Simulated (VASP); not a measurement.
# SnSe2 (Cm) in VASP: notebook

Runs on SnSe2. Level: PBE. Tasks: single point.

Everything below comes from runs of VASP 6.6.1. Logs are shortened: lines on timing, memory, paths and dates and some standing lists are left out, and cuts for length are marked.

## (1) The cell of the first run

Symmetry: Cm, No. 8, monoclinic system. The conventional cell has a = 6.601 Å, b = 3.811 Å, c = 6.137 Å, α = 90.00°, β = 90.00°, γ = 90.00°. Within 3.4 Å of Sn (site symmetry m) lie 6 Se at 2.57 to 2.79 Å. Se (site symmetry m) has 3 Sn at 2.57 to 2.69 Å within 3.4 Å. Within 3.5 Å of Se (site symmetry m) lie 3 Sn at 2.68 to 2.79 Å.

## (2) Single point, PBE

The input, INCAR:

```
SYSTEM = SnSe2
PREC     = Accurate       ! precision mode
ENCUT    = 520            ! plane-wave cutoff, eV
EDIFF    = 1E-6           ! SCF threshold, eV
ISMEAR   = 0              ! smearing method
SIGMA    = 0.05           ! smearing width, eV
LREAL    = .FALSE.        ! projectors in reciprocal space
LASPH    = .TRUE.         ! aspherical terms in the spheres
NELM     = 80             ! most SCF steps
ALGO     = Normal         ! electronic algorithm
ISIF     = 2              ! what is computed and relaxed
LWAVE    = .FALSE.        ! write WAVECAR
LCHARG   = .FALSE.        ! write CHGCAR
GGA      = PE             ! functional
NBANDS   = 20             ! bands
```

The input, KPOINTS:

```
regular mesh
0
G
  12 12 6
  0 0 0
```

The input, POSCAR:

```
SnSe2
1.0
    3.8109987816      0.0000000000      0.0000000000
   -1.9054993908      3.3004217586      0.0000000000
    0.0000000000      0.0000000000      6.1370000000
Sn Se
1 2
Direct
    0.0000000000      0.0000000000      0.0000000000
    0.3193532091      0.6387064182      0.2395149068
    0.6526865424      0.3053730849      0.7395149068
```

Potentials or basis: VASP PAW PBE potentials, release 64 (Sn_d, Se).

Run with:

```sh
$ cat potpaw_PBE.64/Sn_d/POTCAR potpaw_PBE.64/Se/POTCAR > POTCAR
$ mpirun -np 1 vasp_std > vasp.out
```

OUTCAR:

```text
SYSTEM = SnSe2
   PREC = Accurate
   ENCUT = 520
   EDIFF = 1E-6
   ISMEAR = 0
   LREAL = .FALSE.
   LASPH = .TRUE.
   NELM = 80
   ISIF = 2
   GGA = PE

 ion  position               nearest neighbor table
   1  0.000  0.000  0.000-   2 2.57   3 2.68   3 2.68   2 2.69   2 2.69   3 2.79
   2  0.319  0.639  0.240-   1 2.57   1 2.69   1 2.69
   3  0.653  0.305  0.740-   1 2.68   1 2.68   1 2.79

  LATTYP: Found a hexagonal cell.
 ALAT       =     3.8109987816
 C/A-ratio  =     1.6103390087

  Lattice vectors:

 A1 = (   3.8109987816,   0.0000000000,   0.0000000000)
 A2 = (  -1.9054993908,   3.3004217586,   0.0000000000)
 A3 = (   0.0000000000,   0.0000000000,   6.1370000000)

Analysis of symmetry for initial positions (statically):
=====================================================================
 Subroutine PRICEL returns:
 Original cell was already a primitive cell.

 Routine SETGRP: Setting up the symmetry group for a
 hexagonal supercell.

 Subroutine GETGRP returns: Found  2 space group operations
 (whereof  2 operations were pure point group operations)
 out of a pool of 24 trial point group operations.

The static configuration has the point symmetry C_1h.

Analysis of symmetry for dynamics (positions and initial velocities):
=====================================================================
 Subroutine PRICEL returns:
 Original cell was already a primitive cell.

 Routine SETGRP: Setting up the symmetry group for a
 hexagonal supercell.

 Subroutine GETGRP returns: Found  2 space group operations
 (whereof  2 operations were pure point group operations)
 out of a pool of 24 trial point group operations.

The dynamic configuration has the point symmetry C_1h.

 Subroutine INISYM returns: Found  2 space group operations
 (whereof  2 operations are pure point group operations),
 and found     1 'primitive' translations

----------------------------------------------------------------------------------------

                                     Primitive cell

  volume of cell :      77.1906

  direct lattice vectors                    reciprocal lattice vectors
     3.810998782  0.000000000  0.000000000     0.262398405  0.151495789  0.000000000
    -1.905499391  3.300421759  0.000000000     0.000000000  0.302991579  0.000000000
[... 76 lines left out ...]
   NGXF,Y,Z  is equivalent  to a cutoff of  24.43, 24.43, 26.01 a.u.
 SYSTEM =  SnSe2
   PREC   = accura    normal or accurate (medium, high low for compatibility)
   ISTART =      0    job   : 0-new  1-cont  2-samecut
   ICHARG =      2    charge: 1-file 2-atom 10-const
   ISPIN  =      1    spin polarized calculation?
   LNONCOLLINEAR =      F non collinear calculations
   LSORBIT =      F    spin-orbit coupling
   LASPH  =      T    aspherical Exc in radial PAW
   ENCUT  =  520.0 eV  38.22 Ry    6.18 a.u.   7.09  7.09 11.41*2*pi/ulx,y,z
   NELM   =     80;   NELMIN=  2; NELMDL= -5     # of ELM steps
   EDIFF  = 0.1E-05   stopping-criterion for ELM
   LREAL  =      F    real-space projection
   EDIFFG = 0.1E-04   stopping-criterion for IOM
   NSW    =      0    number of steps for IOM
   IBRION =     -1    ionic relax: 0-MD 1-quasi-New 2-CG
   NFREE  =      0    steps in history (QN), initial steepest desc. (CG)
   ISIF   =      2    stress and relaxation
   ISYM   =      2    0-nonsym 1-usesym 2-fastsym
   POTIM  = 0.5000    time-step for ionic-motion
   TEBEG  =    0.0;   TEEND  =   0.0 temperature during run
   PSTRESS=    0.0 pullay stress
   NELECT =      26.0000    total number of electrons
   NUPDOWN=      -1.0000    fix difference up-down
   EMIN   =  10.00;   EMAX   =-10.00  energy-range for DOS
   EFERMI =   0.00;   METHOD = LEGACY
   ISMEAR =     0;   SIGMA  =   0.05  broadening in eV -4-tet -1-fermi 0-gaus
   EFERMI_NEDOS =   21; number of points for ismear=-14 and -15
   IALGO  =     38    algorithm
   IMIX   =      4    mixing-type and parameters
     AMIX     =   0.40;   BMIX     =  1.00
     AMIX_MAG =   1.60;   BMIX_MAG =  1.00
  volume/ion in A,a.u.               =      25.73       173.64
  Fermi-wavevector in a.u.,A,eV,Ry     =   1.139054  2.152501 17.652812  1.297445
  Thomas-Fermi vector in A             =   2.275758
   LORBIT       =      0    0 simple, 1 ext, 2 COOP (PROOUT), +10 PAW based schemes
   GGA     = PE    functional components
   LHFCALC =     F    Hartree Fock is set to
   AEXX    =    0.0000 exact exchange contribution
   IVDW    =     0    specifies the selected vdW correction
   LEPSILON=     F    determine dielectric tensor
   LRPA    =     F    only Hartree local field effects (RPA)
 non-spin polarized calculation
 Gauss-broadening in eV      SIGMA  =   0.05
  energy-cutoff  :      520.00
  volume of cell :       77.19
 maximum number of plane-waves:      2109
   NGX = 15   NGY = 15   NGZ = 23

 number of electron      26.0000005 magnetization

 Free energy of the ion-electron system (eV)
  ---------------------------------------------------
  ext. energy  EPLUGINS =         0.00000000
  ---------------------------------------------------
  free energy    TOTEN  =       -11.69485195 eV

  energy without entropy =      -11.69485195  energy(sigma->0) =      -11.69485195

 E-fermi :   4.5123     XC(G=0):  -9.4585

 val. band max:        4.2209761847   @ k =   0.0833   0.0833   0.0000
 cond. band min:       4.9012501223   @ k =  -0.4167   0.0000   0.3333
 fundamental gap:      0.6802739376
 Fermi energy:         4.5122714152

 k-point     1 :       0.0000    0.0000    0.0000
  band No.  band energies     occupation
      1     -17.1162      2.00000
      2     -17.1077      2.00000
      3     -17.0696      2.00000
      4     -17.0561      2.00000
      5     -17.0552      2.00000
      6      -9.8627      2.00000
[... 541 lines left out ...]
     19      13.0216      0.00000
     20      14.2455      0.00000

 [... further k-points ...]
[... 5 lines left out ...]
  --------------------------------------------------------------------------------------
  -------------------------------------------------------------------------------------
  Total        2.3181337      2.7665510      3.1236813      0.0000000      0.3153329      0.0000000
  in kB       48.1154643     57.4228685     64.8355101      0.0000000      6.5450887      0.0000000
  external PRESSURE =      56.7912810 kB  Pullay stress =       0.0000000 kB

 VOLUME and BASIS-vectors are now :
 -----------------------------------------------------------------------------
  energy-cutoff  :      520.00
  volume of cell :       77.19
      direct lattice vectors                 reciprocal lattice vectors
     3.810998782  0.000000000  0.000000000     0.262398405  0.151495789  0.000000000
    -1.905499391  3.300421759  0.000000000     0.000000000  0.302991579  0.000000000
     0.000000000  0.000000000  6.137000000     0.000000000  0.000000000  0.162946065

 POSITION                                       TOTAL-FORCE (eV/Angst)
 -----------------------------------------------------------------------------------
      0.00000      0.00000      0.00000        -0.000000     -0.642480     -1.069468
      0.00000      2.10800      1.46990        -0.000000      0.435691      1.335874
      1.90550      1.00786      4.53840         0.000000      0.206789     -0.266407
 -----------------------------------------------------------------------------------
    total drift:                                0.000000     -0.000160     -0.000139

  FREE ENERGIE OF THE ION-ELECTRON SYSTEM (eV)
  ---------------------------------------------------
  free  energy   TOTEN  =       -11.6948519546 eV

  energy  without entropy=      -11.6948519546  energy(sigma->0) =      -11.69485195
```

Wall time 4.6 min (1 thread of Oxide Virtual Turin-like, shared host); peak memory 0.42 GiB.

Results:

```
Free energy            : -11.6949 eV
Pressure               : 5.7 GPa
Largest force          : 1.405 eV/Å
Band gap on the k mesh : 0.68 eV (least direct gap 1.04 eV)
```

Forces in eV/Å, atoms in the order of the input:
```
Sn   0.000 -0.642 -1.069
Se   0.000  0.436  1.336
Se   0.000  0.207 -0.266
```

Caveat: the cell differs from its parent crystal (all Se atoms moved +0.113 Å, as atom 2 towards its neighbour atom 1 (Sn) at 2.682 Å); the cell stands under pressure; semilocal functionals underestimate gaps, and a narrow one can read as zero; spin-orbit coupling is left out, which moves the levels of the heavy elements; this functional lacks dispersion, which binds layers or chains, so the pressure and a relaxed spacing across them are unreliable; forces of over 1 eV/Å act on the atoms, so gaps and moduli don't describe the material at rest. A k mesh can miss the band edges.

## (3) Single point, PBE

The input, INCAR:

```
PREC = Accurate
ENCUT = 520
EDIFF = 1E-7
ISMEAR = 0
SIGMA = 0.05
LREAL = False
LASPH = True
NELM = 100
ALGO = Normal
ISIF = 2
LWAVE = False
LCHARG = False
GGA = PE
NBANDS = 20
```

The input, KPOINTS:

```
Automatic mesh
0
Gamma
  12 12 6
```

The input, POSCAR:

```
SnSe2
1.0
    3.8109987816      0.0000000000      0.0000000000
   -1.9054993908      3.3004217586      0.0000000000
    0.0000000000      0.0000000000      6.1370000000
Sn Se
1 2
Direct
    0.0000000000      0.0000000000      0.0000000000
    0.3286732919      0.6573465838      0.2465049689
    0.6620066253      0.3240132505      0.7465049689
```

Potentials or basis: VASP PAW PBE potentials, release 64 (Sn_d, Se).

Run with:

```sh
$ cat potpaw_PBE.64/Sn_d/POTCAR potpaw_PBE.64/Se/POTCAR > POTCAR
$ mpirun -np 1 vasp_std > vasp.out
```

Wall time 4.7 min (1 thread of Oxide Virtual Turin-like, shared host); peak memory 0.42 GiB.

It converged, with:

```yaml
Free_energy: -11.7510 eV
Pressure: 5.4 GPa
Largest_force: 0.927 eV/Å
Band_gap_on_the_k_mesh: 0.70 eV (least direct gap 1.09 eV)
```

Forces on the atoms (eV/Å):
```
Sn   0.000 -0.205 -0.351
Se   0.000  0.115  0.920
Se   0.000  0.090 -0.569
```

Stress tensor (GPa, compression positive):
```
4.89 0.00 0.00
0.00 5.00 0.07
0.00 0.07 6.28
```

Levels at points of the mesh, in eV from the valence-band top:
```tsv
k point	band 9	band 10	band 11	band 12	band 13	band 14	band 15	band 16	band 17	band 18
(0.00, 0.00, 0.00)	-0.77	-0.73	-0.42	-0.37	-0.05	1.04	2.92	4.60	4.61	8.09
(0.50, 0.00, 0.00)	-4.51	-2.96	-2.70	-1.26	-0.34	1.12	3.75	5.36	5.46	7.19
(0.00, 0.50, 0.00)	-4.50	-2.96	-2.70	-1.26	-0.34	1.12	3.75	5.39	5.42	7.20
(0.00, 0.00, 0.50)	-2.10	-0.85	-0.82	-0.26	-0.24	2.40	2.90	4.33	4.34	8.09
(0.50, 0.00, 0.50)	-4.96	-2.54	-2.03	-0.88	-0.73	0.81	4.21	4.78	5.78	6.31
(0.00, 0.50, 0.50)	-4.95	-2.53	-2.03	-0.88	-0.74	0.82	4.21	4.79	5.79	6.29
```

Caveat: the cell differs from its parent crystal (all Se atoms moved +0.037 Å, as atom 2 towards its neighbour atom 1 (Sn) at 2.682 Å); the cell stands under pressure; semilocal functionals underestimate gaps, and a narrow one can read as zero; spin-orbit coupling is left out, which moves the levels of the heavy elements; this functional lacks dispersion, which binds layers or chains, so the pressure and a relaxed spacing across them are unreliable. A k mesh can miss the band edges.
